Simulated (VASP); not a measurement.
# Se (Fd-3m) in VASP: a series of runs

Runs on Se. Level: PBE. Tasks: single point.

Everything below comes from runs of VASP 6.6.1. Logs are shortened: lines on timing, memory, paths and dates and some standing lists are left out, and cuts for length are marked.

## (1) The cell of the first run

The structure is cubic, space group Fd-3m (No. 227). The conventional cell has a = 6.333 Å, b = 6.333 Å, c = 6.333 Å, α = 90.00°, β = 90.00°, γ = 90.00°. Se (site symmetry -43m) has 4 Se at 2.74 Å within 3.6 Å.

## (2) Single point, PBE

Contents of INCAR:

```
SYSTEM = Se
  PREC = Accurate
  ENCUT = 500
  EDIFF = 1E-6
  ISMEAR = -1
  SIGMA = 0.1
  LREAL = .False.
  LASPH = .True.
  NELM = 120
  ALGO = Normal
  ISIF = 2
  LWAVE = .False.
  LCHARG = .True.
  GGA = PE
  LELF = .True.
  LVHAR = .True.
  NBANDS = 13
  GGA_COMPAT = .False.
```

Contents of KPOINTS:

```
regular mesh
0
Gamma
  6 6 6
  0 0 0
```

Contents of POSCAR:

```
Se
1.0
   -3.1664636212      0.0000000000      3.1664636212
    0.0000000000      3.1664636212      3.1664636212
   -3.1664636212      3.1664636212      0.0000000000
Se
2
Direct
    0.0000000000      0.0000000000      0.0000000000
    0.2500000000      0.2500000000      0.2500000000
```

Potentials or basis: VASP PAW PBE potentials, release 64 (Se).

Started as:

```console
> cat potpaw_PBE.64/Se/POTCAR > POTCAR
> mpirun -np 1 vasp_std > vasp.out
```

OUTCAR:

```text
SYSTEM = Se
   PREC = Accurate
   ENCUT = 500
   EDIFF = 1E-6
   ISMEAR = -1
   LREAL = .False.
   LASPH = .True.
   NELM = 120
   ISIF = 2
   GGA = PE

 ion  position               nearest neighbor table
   1  0.000  0.000  0.000-   2 2.74   2 2.74   2 2.74   2 2.74
   2  0.250  0.250  0.250-   1 2.74   1 2.74   1 2.74   1 2.74

  LATTYP: Found a face centered cubic cell.
 ALAT       =     6.3329272424

  Lattice vectors:

 A1 = (  -3.1664636212,   0.0000000000,   3.1664636212)
 A2 = (   0.0000000000,   3.1664636212,   3.1664636212)
 A3 = (  -3.1664636212,   3.1664636212,   0.0000000000)

Analysis of symmetry for initial positions (statically):
=====================================================================
 Subroutine PRICEL returns:
 Original cell was already a primitive cell.

 Routine SETGRP: Setting up the symmetry group for a
 face centered cubic supercell.

 Subroutine GETGRP returns: Found 48 space group operations
 (whereof 24 operations were pure point group operations)
 out of a pool of 48 trial point group operations.

The static configuration has the point symmetry T_d .
 The point group associated with its full space group is O_h .

Analysis of symmetry for dynamics (positions and initial velocities):
=====================================================================
 Subroutine PRICEL returns:
 Original cell was already a primitive cell.

 Routine SETGRP: Setting up the symmetry group for a
 face centered cubic supercell.

 Subroutine GETGRP returns: Found 48 space group operations
 (whereof 24 operations were pure point group operations)
 out of a pool of 48 trial point group operations.

The dynamic configuration has the point symmetry T_d .
 The point group associated with its full space group is O_h .

 Subroutine INISYM returns: Found 48 space group operations
 (whereof 24 operations are pure point group operations),
 and found     1 'primitive' translations

----------------------------------------------------------------------------------------

                                     Primitive cell

  volume of cell :      63.4970

  direct lattice vectors                    reciprocal lattice vectors
    -3.166463621  0.000000000  3.166463621    -0.157904862 -0.157904862  0.157904862
     0.000000000  3.166463621  3.166463621     0.157904862  0.157904862  0.157904862
    -3.166463621  3.166463621  0.000000000    -0.157904862  0.157904862 -0.157904862

  length of vectors
     4.478055798  4.478055798  4.478055798     0.273499243  0.273499243  0.273499243

  position of ions in fractional coordinates (direct lattice)
     0.000000000  0.000000000  0.000000000
     0.250000000  0.250000000  0.250000000

  ion indices of the primitive-cell ions
   primitive index   ion index
                 1           1
                 2           2

----------------------------------------------------------------------------------------

 KPOINTS: regular mesh

Automatic generation of k-mesh.
 Grid dimensions read from file:
 generate k-points for:    6    6    6

 Generating k-lattice:

  Cartesian coordinates                     Fractional coordinates (reciprocal lattice)
    -0.026317477 -0.026317477  0.026317477     0.166666667  0.000000000  0.000000000
     0.026317477  0.026317477  0.026317477     0.000000000  0.166666667  0.000000000
    -0.026317477  0.026317477 -0.026317477     0.000000000  0.000000000  0.166666667

  Length of vectors
     0.045583207  0.045583207  0.045583207

  Shift w.r.t. Gamma in fractional coordinates (k-lattice)
     0.000000000  0.000000000  0.000000000

 Subroutine IBZKPT returns following result:
 ===========================================

 Found     16 irreducible k-points:

 Following reciprocal coordinates:
            Coordinates               Weight
  0.000000  0.000000  0.000000      1.000000
  0.166667  0.000000  0.000000      8.000000
  0.333333  0.000000  0.000000      8.000000
  0.500000  0.000000  0.000000      4.000000
  0.166667  0.166667  0.000000      6.000000
  0.333333  0.166667  0.000000     24.000000
[... 8 lines left out ...]
 -0.333333  0.333333  0.166667     24.000000
 -0.333333  0.500000  0.166667     12.000000
   k-points           NKPTS =     16   k-points in BZ     NKDIM =     16   number of bands    NBANDS=     13
   number of dos      NEDOS =    301   number of ions     NIONS =      2
   total plane-waves  NPLWV =  46656
   dimension x,y,z NGX =    36 NGY =   36 NGZ =   36
   dimension x,y,z NGXF=    72 NGYF=   72 NGZF=   72
   ions per type =               2
   NGX,Y,Z   is equivalent  to a cutoff of  13.36, 13.36, 13.36 a.u.
   NGXF,Y,Z  is equivalent  to a cutoff of  26.73, 26.73, 26.73 a.u.
 SYSTEM =  Se
   PREC   = accura    normal or accurate (medium, high low for compatibility)
   ISTART =      0    job   : 0-new  1-cont  2-samecut
   ICHARG =      2    charge: 1-file 2-atom 10-const
   ISPIN  =      1    spin polarized calculation?
   LNONCOLLINEAR =      F non collinear calculations
   LSORBIT =      F    spin-orbit coupling
   LASPH  =      T    aspherical Exc in radial PAW
   ENCUT  =  500.0 eV  36.75 Ry    6.06 a.u.   8.16  8.16  8.16*2*pi/ulx,y,z
   NELM   =    120;   NELMIN=  2; NELMDL= -5     # of ELM steps
   EDIFF  = 0.1E-05   stopping-criterion for ELM
   LREAL  =      F    real-space projection
   EDIFFG = 0.1E-04   stopping-criterion for IOM
   NSW    =      0    number of steps for IOM
   IBRION =     -1    ionic relax: 0-MD 1-quasi-New 2-CG
   NFREE  =      0    steps in history (QN), initial steepest desc. (CG)
   ISIF   =      2    stress and relaxation
   ISYM   =      2    0-nonsym 1-usesym 2-fastsym
   POTIM  = 0.5000    time-step for ionic-motion
   TEBEG  =    0.0;   TEEND  =   0.0 temperature during run
   PSTRESS=    0.0 pullay stress
   NELECT =      12.0000    total number of electrons
   NUPDOWN=      -1.0000    fix difference up-down
   EMIN   =  10.00;   EMAX   =-10.00  energy-range for DOS
   EFERMI =   0.00;   METHOD = LEGACY
   ISMEAR =    -1;   SIGMA  =   0.10  broadening in eV -4-tet -1-fermi 0-gaus
   EFERMI_NEDOS =   21; number of points for ismear=-14 and -15
   IALGO  =     38    algorithm
   IMIX   =      4    mixing-type and parameters
     AMIX     =   0.40;   BMIX     =  1.00
     AMIX_MAG =   1.60;   BMIX_MAG =  1.00
  volume/ion in A,a.u.               =      31.75       214.25
  Fermi-wavevector in a.u.,A,eV,Ry     =   0.939473  1.775346 12.008619  0.882609
  Thomas-Fermi vector in A             =   2.066788
   LORBIT       =      0    0 simple, 1 ext, 2 COOP (PROOUT), +10 PAW based schemes
   GGA     = PE    functional components
   LHFCALC =     F    Hartree Fock is set to
   AEXX    =    0.0000 exact exchange contribution
   IVDW    =     0    specifies the selected vdW correction
   LEPSILON=     F    determine dielectric tensor
   LRPA    =     F    only Hartree local field effects (RPA)
 non-spin polarized calculation
  energy-cutoff  :      500.00
  volume of cell :       63.50
 maximum number of plane-waves:      1639
 NGX is ok and might be reduce to    36
   NGX = 17   NGY = 17   NGZ = 17

 number of electron      11.9999999 magnetization

 Free energy of the ion-electron system (eV)
  ---------------------------------------------------
  ext. energy  EPLUGINS =         0.00000000
  ---------------------------------------------------
  free energy    TOTEN  =        -6.02406718 eV

  energy without entropy =       -5.96724011  energy(sigma->0) =       -5.99565364

 E-fermi :   1.9982     XC(G=0):  -8.1479

 val. band max:        1.8613150032   @ k =   0.5000   0.1667   0.0000
 cond. band min:       2.0555252243   @ k =   0.1667   0.1667   0.0000
 fundamental gap:      0.1942102211
 Fermi energy:         1.9981534641

 k-point     1 :       0.0000    0.0000    0.0000
  band No.  band energies     occupation
      1     -13.2276      2.00000
      2      -8.2560      2.00000
      3      -1.3772      2.00000
      4      -1.3772      2.00000
      5      -1.3772      2.00000
      6       1.2606      1.99875
      7       1.2606      1.99875
      8       1.2606      1.99875
      9       6.4207      0.00000
     10       9.6772      0.00000
     11       9.6772      0.00000
     12      11.5750      0.00000
     13      11.5750      0.00000

 k-point     2 :       0.1667    0.0000    0.0000
  band No.  band energies     occupation
      1     -13.0517      2.00000
      2      -8.6698      2.00000
      3      -1.5957      2.00000
      4      -1.5957      2.00000
      5      -1.5142      2.00000
      6       1.5906      1.96660
      7       1.5906      1.96660
      8       1.6351      1.94838
      9       7.2197      0.00000
     10       9.1729      0.00000
     11       9.1729      0.00000
     12      11.0116      0.00000
     13      12.9483      0.00000

 k-point     3 :       0.3333    0.0000    0.0000
  band No.  band energies     occupation
      1     -12.5992      2.00000
      2      -9.5420      2.00000
      3      -1.9294      2.00000
      4      -1.9294      2.00000
      5      -1.8720      2.00000
      6       2.1099      0.49309
      7       2.1099      0.49309
      8       2.7979      0.00067
      9       8.2581      0.00000
     10       9.2576      0.00000
     11       9.2576      0.00000
     12      10.4510      0.00000
     13      13.2506      0.00000
[... 177 lines left out ...]
 k-point    15 :      -0.3333    0.3333    0.1667
  band No.  band energies     occupation
      1     -11.7769      2.00000
      2     -10.6691      2.00000
      3      -3.1878      2.00000
      4      -2.6277      2.00000
      5      -0.0266      2.00000
      6       1.5615      1.97493
      7       3.2497      0.00001
      8       3.4416      0.00000
      9       7.6621      0.00000
     10       8.5659      0.00000
     11      10.4222      0.00000
     12      11.9779      0.00000
     13      13.2081      0.00000

 k-point    16 :      -0.3333    0.5000    0.1667
  band No.  band energies     occupation
      1     -11.2453      2.00000
      2     -11.2453      2.00000
      3      -2.9921      2.00000
      4      -2.9921      2.00000
      5       0.6329      2.00000
      6       0.6329      2.00000
      7       3.6566      0.00000
      8       3.6566      0.00000
      9       8.0427      0.00000
     10       8.0427      0.00000
     11      11.4900      0.00000
     12      11.4900      0.00000
     13      14.5557      0.00000

------------------------ aborting loop because EDIFF is reached ----------------------------------------

  FORCE on cell =-STRESS in cart. coord.  units (eV):
  Direction    XX          YY          ZZ          XY          YZ          ZX
  --------------------------------------------------------------------------------------
  -------------------------------------------------------------------------------------
  Total       -0.0085603     -0.0085603     -0.0085603      0.0000000      0.0000000     -0.0000000
  in kB       -0.2159950     -0.2159950     -0.2159950      0.0000000      0.0000000     -0.0000000
  external PRESSURE =      -0.2159950 kB  Pullay stress =       0.0000000 kB

 VOLUME and BASIS-vectors are now :
 -----------------------------------------------------------------------------
  energy-cutoff  :      500.00
  volume of cell :       63.50
      direct lattice vectors                 reciprocal lattice vectors
    -3.166463621  0.000000000  3.166463621    -0.157904862 -0.157904862  0.157904862
     0.000000000  3.166463621  3.166463621     0.157904862  0.157904862  0.157904862
    -3.166463621  3.166463621  0.000000000    -0.157904862  0.157904862 -0.157904862

 POSITION                                       TOTAL-FORCE (eV/Angst)
 -----------------------------------------------------------------------------------
      0.00000      0.00000      0.00000        -0.000000      0.000000      0.000000
     -1.58323      1.58323      1.58323         0.000000     -0.000000     -0.000000
 -----------------------------------------------------------------------------------
    total drift:                               -0.000000      0.000000      0.000000

  FREE ENERGIE OF THE ION-ELECTRON SYSTEM (eV)
  ---------------------------------------------------
  free  energy   TOTEN  =        -6.0240671750 eV

  energy  without entropy=       -5.9672401055  energy(sigma->0) =       -5.99565364
```

Wall time 6.7 s (1 thread of Intel Xeon 6975P-C (Granite Rapids), shared host); peak memory 0.2 GiB.

Results:

```
Free energy            : -6.0241 eV
Pressure               : 0.0 GPa
Band gap on the k mesh : zero (band 6 reaches 2.31 eV, above the bottom of band 7 at 1.26 eV)
```

Levels at points of the mesh, in eV from the Fermi level:
```tsv
k point	band 4	band 5	band 6	band 7	band 8	band 9
(0.00, 0.00, 0.00)	-3.38	-3.38	-0.74	-0.74	-0.74	4.42
(0.50, 0.00, 0.00)	-4.06	-4.05	0.32	0.32	1.63	6.89
(0.50, 0.50, 0.00)	-4.82	-1.90	-1.90	2.13	2.13	6.23
```

## (3) Single point, PBE

Contents of INCAR:

```
PREC     = Accurate       # precision mode
ENCUT    = 500            # plane-wave cutoff, eV
EDIFF    = 1E-6           # SCF threshold, eV
ISMEAR   = -1             # smearing method
SIGMA    = 0.1            # smearing width, eV
LREAL    = F              # projectors in reciprocal space
LASPH    = T              # aspherical terms in the spheres
NELM     = 120            # most SCF steps
ALGO     = Normal         # electronic algorithm
ISIF     = 2              # what is computed and relaxed
LWAVE    = F              # write WAVECAR
LCHARG   = T              # write CHGCAR
GGA      = PE             # functional
LELF     = T              # ELF
LVHAR    = T            
NBANDS   = 13             # bands
GGA_COMPAT= F
```

Contents of KPOINTS:

```
Automatic mesh
0
Gamma
  6 6 6
```

POSCAR is that of step 2.

Potentials or basis: VASP PAW PBE potentials, release 64 (Se).

Started as:

```console
> cat potpaw_PBE.64/Se/POTCAR > POTCAR
> mpirun -np 1 vasp_std > vasp.out
```

Run time: 6.8 s. Hardware: 1 thread of Intel Xeon 6975P-C (Granite Rapids), shared host; peak memory 0.19 GiB.

The run converged. Its results:

- Free energy: -6.0241 eV
- Pressure: 0.0 GPa
- Band gap on the k mesh: zero (band 6 reaches 2.31 eV, above the bottom of band 7 at 1.26 eV)

Levels at points of the mesh, in eV from the Fermi level:
| k point | band 2 | band 3 | band 4 | band 5 | band 6 | band 7 | band 8 | band 9 | band 10 | band 11 |
| --- | --- | --- | --- | --- | --- | --- | --- | --- | --- | --- |
| (0.00, 0.00, 0.00) | -10.25 | -3.38 | -3.38 | -3.38 | -0.74 | -0.74 | -0.74 | 4.42 | 7.68 | 7.68 |
| (0.50, 0.00, 0.00) | -12.06 | -4.06 | -4.06 | -4.05 | 0.32 | 0.32 | 1.63 | 6.89 | 6.93 | 8.00 |
| (0.50, 0.50, 0.00) | -13.25 | -4.82 | -4.82 | -1.90 | -1.90 | 2.13 | 2.13 | 6.23 | 6.23 | 9.79 |
